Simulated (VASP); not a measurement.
Hg, 2 atoms in the cell. Symmetry: P6_3/mmc, No. 194, hexagonal system. Conventional cell: a = 3.462 Å, b = 3.462 Å, c = 5.488 Å, α = 90.00°, β = 90.00°, γ = 120.00°. Hg (site symmetry -6m2) has 12 Hg at 3.39 to 3.46 Å within 4.5 Å. 

| Quantity | Value |
| --- | --- |
| Program | VASP 6.6.1 |
| Task | single point |
| Functional | PBEsol |
| Potentials or basis | VASP PAW PBE potentials, release 64 (Hg) |
| Cutoff | 520 eV |
| k mesh | 10 × 10 × 6 |
| Occupations | fermi-dirac, width 0.05 eV |
| Spin | no spin polarisation |
| Dipole correction | no |
| Further INCAR settings | ALGO = Normal; EDIFF = 1e-06; NBANDS = 19 |

Potentials or basis: VASP PAW PBE potentials, release 64 (Hg).

Command:

```bash
$ cat potpaw_PBE.64/Hg/POTCAR > POTCAR
$ mpirun -np 1 vasp_std > vasp.out
```

Hardware: 1 thread of Intel(R) Xeon(R) Platinum 8488C (Sapphire Rapids), on a shared host.

Task: How long does it take, and how much memory?

Result: Wall time 33 s on 1 thread of Intel(R) Xeon(R) Platinum 8488C (Sapphire Rapids), with other jobs on the host, peak memory 0.2 GiB. Counts: scf iterations 11, k points 56.
